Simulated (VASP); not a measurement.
# BaO (vib) (Fm-3m) in VASP: single point with LDA

Aim: the single point of BaO (vib) with LDA.

Everything below comes from runs of VASP 6.6.1. Logs are shortened: lines on timing, memory, paths and dates and some standing lists are left out, and cuts for length are marked.

### Step 1. The cell of the first run

Symmetry: Fm-3m, No. 225, cubic system. Conventional cell: a = 5.434 Å, b = 5.434 Å, c = 5.434 Å, α = 90.00°, β = 90.00°, γ = 90.00°. Within 3.6 Å of Ba (site symmetry m-3m) lie 6 O at 2.72 Å. O (site symmetry m-3m) has 6 Ba at 2.72 Å within 3.6 Å.

### Step 2. Single point, LDA

Input file INCAR:

```
SYSTEM = BaO
PREC = Accurate
ENCUT = 600
EDIFF = 1E-6
ISMEAR = 0
SIGMA = 0.02
LREAL = .False.
LASPH = .True.
NELM = 120
ALGO = Normal
ISIF = 2
LWAVE = .False.
LCHARG = .False.
NBANDS = 15
GGA_COMPAT = .False.
```

Input file KPOINTS:

```
regular mesh
0
Gamma
  8 8 8
  0 0 0
```

Input file POSCAR:

```
BaO
1.0
    0.0000000000      2.7170902327      2.7170902327
    2.7170902327      0.0000000000      2.7170902327
    2.7170902327      2.7170902327      0.0000000000
Ba O
1 1
Direct
    0.0000000000      0.0000000000      0.0000000000
    0.5000000000      0.5000000000      0.5000000000
```

Potentials or basis: VASP PAW LDA potentials, release 64 (Ba_sv, O).

Run with:

```console
$ cat potpaw_LDA.64/Ba_sv/POTCAR potpaw_LDA.64/O/POTCAR > POTCAR
$ mpirun -np 1 vasp_std > vasp.out
```

OUTCAR:

```text
SYSTEM = BaO
   PREC = Accurate
   ENCUT = 600
   EDIFF = 1E-6
   ISMEAR = 0
   LREAL = .False.
   LASPH = .True.
   NELM = 120
   ISIF = 2

 ion  position               nearest neighbor table
   1  0.000  0.000  0.000-   2 2.72   2 2.72   2 2.72   2 2.72   2 2.72   2 2.72
   2  0.500  0.500  0.500-   1 2.72   1 2.72   1 2.72   1 2.72   1 2.72   1 2.72

  LATTYP: Found a face centered cubic cell.
 ALAT       =     5.4341804654

  Lattice vectors:

 A1 = (   0.0000000000,   2.7170902327,   2.7170902327)
 A2 = (   2.7170902327,   0.0000000000,   2.7170902327)
 A3 = (   2.7170902327,   2.7170902327,   0.0000000000)

Analysis of symmetry for initial positions (statically):
=====================================================================
 Subroutine PRICEL returns:
 Original cell was already a primitive cell.

 Routine SETGRP: Setting up the symmetry group for a
 face centered cubic supercell.

 Subroutine GETGRP returns: Found 48 space group operations
 (whereof 48 operations were pure point group operations)
 out of a pool of 48 trial point group operations.

The static configuration has the point symmetry O_h .

Analysis of symmetry for dynamics (positions and initial velocities):
=====================================================================
 Subroutine PRICEL returns:
 Original cell was already a primitive cell.

 Routine SETGRP: Setting up the symmetry group for a
 face centered cubic supercell.

 Subroutine GETGRP returns: Found 48 space group operations
 (whereof 48 operations were pure point group operations)
 out of a pool of 48 trial point group operations.

The dynamic configuration has the point symmetry O_h .

 Subroutine INISYM returns: Found 48 space group operations
 (whereof 48 operations are pure point group operations),
 and found     1 'primitive' translations

----------------------------------------------------------------------------------------

                                     Primitive cell

  volume of cell :      40.1183

  direct lattice vectors                    reciprocal lattice vectors
     0.000000000  2.717090233  2.717090233    -0.184020388  0.184020388  0.184020388
     2.717090233  0.000000000  2.717090233     0.184020388 -0.184020388  0.184020388
     2.717090233  2.717090233  0.000000000     0.184020388  0.184020388 -0.184020388

  length of vectors
     3.842545857  3.842545857  3.842545857     0.318732662  0.318732662  0.318732662

  position of ions in fractional coordinates (direct lattice)
     0.000000000  0.000000000  0.000000000
     0.500000000  0.500000000  0.500000000

  ion indices of the primitive-cell ions
   primitive index   ion index
                 1           1
                 2           2

----------------------------------------------------------------------------------------

 KPOINTS: regular mesh

Automatic generation of k-mesh.
 Grid dimensions read from file:
 generate k-points for:    8    8    8

 Generating k-lattice:

  Cartesian coordinates                     Fractional coordinates (reciprocal lattice)
    -0.023002549  0.023002549  0.023002549     0.125000000  0.000000000  0.000000000
     0.023002549 -0.023002549  0.023002549     0.000000000  0.125000000  0.000000000
     0.023002549  0.023002549 -0.023002549     0.000000000  0.000000000  0.125000000

  Length of vectors
     0.039841583  0.039841583  0.039841583

  Shift w.r.t. Gamma in fractional coordinates (k-lattice)
     0.000000000  0.000000000  0.000000000

 Subroutine IBZKPT returns following result:
 ===========================================

 Found     29 irreducible k-points:

 Following reciprocal coordinates:
            Coordinates               Weight
  0.000000  0.000000  0.000000      1.000000
  0.125000  0.000000  0.000000      8.000000
  0.250000  0.000000  0.000000      8.000000
  0.375000  0.000000  0.000000      8.000000
  0.500000  0.000000  0.000000      4.000000
  0.125000  0.125000  0.000000      6.000000
[... 16 lines left out ...]
  0.500000  0.250000  0.125000     48.000000
 -0.375000  0.250000  0.125000     24.000000
 [... further k-points ...]
   k-points           NKPTS =     29   k-points in BZ     NKDIM =     29   number of bands    NBANDS=     15
   number of dos      NEDOS =    301   number of ions     NIONS =      2
   total plane-waves  NPLWV =  32768
   dimension x,y,z NGX =    32 NGY =   32 NGZ =   32
   dimension x,y,z NGXF=    64 NGYF=   64 NGZF=   64
   ions per type =               1   1
   NGX,Y,Z   is equivalent  to a cutoff of  13.84, 13.84, 13.84 a.u.
   NGXF,Y,Z  is equivalent  to a cutoff of  27.69, 27.69, 27.69 a.u.
 SYSTEM =  BaO
   PREC   = accura    normal or accurate (medium, high low for compatibility)
   ISTART =      0    job   : 0-new  1-cont  2-samecut
   ICHARG =      2    charge: 1-file 2-atom 10-const
   ISPIN  =      1    spin polarized calculation?
   LNONCOLLINEAR =      F non collinear calculations
   LSORBIT =      F    spin-orbit coupling
   LASPH  =      T    aspherical Exc in radial PAW
   ENCUT  =  600.0 eV  44.10 Ry    6.64 a.u.   7.67  7.67  7.67*2*pi/ulx,y,z
   NELM   =    120;   NELMIN=  2; NELMDL= -5     # of ELM steps
   EDIFF  = 0.1E-05   stopping-criterion for ELM
   LREAL  =      F    real-space projection
   EDIFFG = 0.1E-04   stopping-criterion for IOM
   NSW    =      0    number of steps for IOM
   IBRION =     -1    ionic relax: 0-MD 1-quasi-New 2-CG
   NFREE  =      0    steps in history (QN), initial steepest desc. (CG)
   ISIF   =      2    stress and relaxation
   ISYM   =      2    0-nonsym 1-usesym 2-fastsym
   POTIM  = 0.5000    time-step for ionic-motion
   TEBEG  =    0.0;   TEEND  =   0.0 temperature during run
   PSTRESS=    0.0 pullay stress
   NELECT =      16.0000    total number of electrons
   NUPDOWN=      -1.0000    fix difference up-down
   EMIN   =  10.00;   EMAX   =-10.00  energy-range for DOS
   EFERMI =   0.00;   METHOD = LEGACY
   ISMEAR =     0;   SIGMA  =   0.02  broadening in eV -4-tet -1-fermi 0-gaus
   EFERMI_NEDOS =   21; number of points for ismear=-14 and -15
   IALGO  =     38    algorithm
   IMIX   =      4    mixing-type and parameters
     AMIX     =   0.40;   BMIX     =  1.00
     AMIX_MAG =   1.60;   BMIX_MAG =  1.00
  volume/ion in A,a.u.               =      20.06       135.37
  Fermi-wavevector in a.u.,A,eV,Ry     =   1.205038  2.277192 19.757248  1.452117
  Thomas-Fermi vector in A             =   2.340746
   LORBIT       =      0    0 simple, 1 ext, 2 COOP (PROOUT), +10 PAW based schemes
   GGA     = CA    functional components
   LHFCALC =     F    Hartree Fock is set to
   AEXX    =    0.0000 exact exchange contribution
   IVDW    =     0    specifies the selected vdW correction
   LEPSILON=     F    determine dielectric tensor
   LRPA    =     F    only Hartree local field effects (RPA)
 non-spin polarized calculation
 Gauss-broadening in eV      SIGMA  =   0.02
  energy-cutoff  :      600.00
  volume of cell :       40.12
 maximum number of plane-waves:      1363
   NGX = 15   NGY = 15   NGZ = 15

 number of electron      15.9999998 magnetization

 Free energy of the ion-electron system (eV)
  ---------------------------------------------------
  ext. energy  EPLUGINS =         0.00000000
  ---------------------------------------------------
  free energy    TOTEN  =       -13.10503657 eV

  energy without entropy =      -13.10503657  energy(sigma->0) =      -13.10503657

 E-fermi :   2.0600     XC(G=0): -10.3310

 val. band max:        1.9680617115   @ k =   0.5000   0.5000   0.0000
 cond. band min:       3.5661474793   @ k =   0.5000   0.5000   0.0000
 fundamental gap:      1.5980857678
 Fermi energy:         2.0599566491

 k-point     1 :       0.0000    0.0000    0.0000
  band No.  band energies     occupation
      1     -23.8236      2.00000
      2     -12.9105      2.00000
      3      -8.2102      2.00000
      4      -8.2102      2.00000
      5      -8.2102      2.00000
      6       1.4395      2.00000
      7       1.4395      2.00000
      8       1.4395      2.00000
      9       5.5272      0.00000
     10       6.5108      0.00000
     11       6.5108      0.00000
     12       6.5108      0.00000
     13       8.9751      0.00000
     14       8.9751      0.00000
     15      11.6540      0.00000

 k-point     2 :       0.1250    0.0000    0.0000
  band No.  band energies     occupation
      1     -23.7766      2.00000
      2     -13.0505      2.00000
      3      -8.2430      2.00000
      4      -8.2312      2.00000
      5      -8.2312      2.00000
      6       1.0737      2.00000
      7       1.2123      2.00000
      8       1.2123      2.00000
      9       6.1675      0.00000
     10       6.4065      0.00000
     11       6.8250      0.00000
     12       6.8250      0.00000
     13       9.4195      0.00000
     14       9.4195      0.00000
     15      12.7029      0.00000

 k-point     3 :       0.2500    0.0000    0.0000
  band No.  band energies     occupation
      1     -23.6595      2.00000
      2     -13.3881      2.00000
      3      -8.3162      2.00000
      4      -8.2804      2.00000
      5      -8.2804      2.00000
      6       0.3905      2.00000
      7       0.7324      2.00000
      8       0.7324      2.00000
      9       6.2780      0.00000
     10       7.6796      0.00000
     11       7.6796      0.00000
     12       7.8647      0.00000
     13      10.5111      0.00000
     14      10.5111      0.00000
     15      14.9811      0.00000
[... 343 lines left out ...]
 k-point    23 :       0.5000    0.2500    0.1250
  band No.  band energies     occupation
      1     -23.4778      2.00000
      2     -13.5949      2.00000
      3      -8.9574      2.00000
      4      -8.7733      2.00000
      5      -8.3303      2.00000
      6       0.2595      2.00000
      7       0.5424      2.00000
      8       1.2665      2.00000
      9       5.9112      0.00000
     10       7.9752      0.00000
     11       9.4985      0.00000
     12       9.6443      0.00000
     13      11.8015      0.00000
     14      13.3044      0.00000
     15      14.9552      0.00000

 k-point    24 :      -0.3750    0.2500    0.1250
  band No.  band energies     occupation
      1     -23.4366      2.00000
      2     -13.6603      2.00000
      3      -8.9821      2.00000
      4      -8.9539      2.00000
      5      -8.3147      2.00000
      6       0.1301      2.00000
      7       0.8590      2.00000
      8       0.9172      2.00000
      9       6.7166      0.00000
     10       7.3483      0.00000
     11       9.9938      0.00000
     12      10.1079      0.00000
     13      12.4279      0.00000
     14      14.0132      0.00000
     15      14.3687      0.00000

 [... further k-points ...]
[... 5 lines left out ...]
  --------------------------------------------------------------------------------------
  -------------------------------------------------------------------------------------
  Total        0.5464847      0.5464847      0.5464847      0.0000000     -0.0000000     -0.0000000
  in kB       21.8246067     21.8246067     21.8246067      0.0000000     -0.0000000     -0.0000000
  external PRESSURE =      21.8246067 kB  Pullay stress =       0.0000000 kB

 VOLUME and BASIS-vectors are now :
 -----------------------------------------------------------------------------
  energy-cutoff  :      600.00
  volume of cell :       40.12
      direct lattice vectors                 reciprocal lattice vectors
     0.000000000  2.717090233  2.717090233    -0.184020388  0.184020388  0.184020388
     2.717090233  0.000000000  2.717090233     0.184020388 -0.184020388  0.184020388
     2.717090233  2.717090233  0.000000000     0.184020388  0.184020388 -0.184020388

 POSITION                                       TOTAL-FORCE (eV/Angst)
 -----------------------------------------------------------------------------------
      0.00000      0.00000      0.00000        -0.000000      0.000000     -0.000000
      2.71709      2.71709      2.71709         0.000000      0.000000      0.000000
 -----------------------------------------------------------------------------------
    total drift:                                0.000000     -0.000000      0.000000

  FREE ENERGIE OF THE ION-ELECTRON SYSTEM (eV)
  ---------------------------------------------------
  free  energy   TOTEN  =       -13.1050365651 eV

  energy  without entropy=      -13.1050365651  energy(sigma->0) =      -13.10503657
```

Wall time 26 s (1 thread of Intel Xeon 8259CL, shared host); peak memory 0.16 GiB.

Results:

```
Free energy            : -13.1050 eV
Pressure               : 2.2 GPa
Band gap on the k mesh : 1.60 eV, direct
```

Levels at points of the mesh, in eV from the valence-band top:
```tsv
k point	band 5	band 6	band 7	band 8	band 9	band 10	band 11	band 12
(0.00, 0.00, 0.00)	-10.18	-0.53	-0.53	-0.53	3.56	4.54	4.54	4.54
(0.50, 0.00, 0.00)	-10.31	-2.33	-1.80	-1.80	4.86	7.28	7.28	8.25
(0.50, 0.50, 0.00)	-10.90	-0.26	-0.26	0.00	1.60	6.16	9.16	9.50
```

Caveat: spin-orbit coupling is left out, which moves the levels of the heavy elements. A k mesh can miss the band edges.
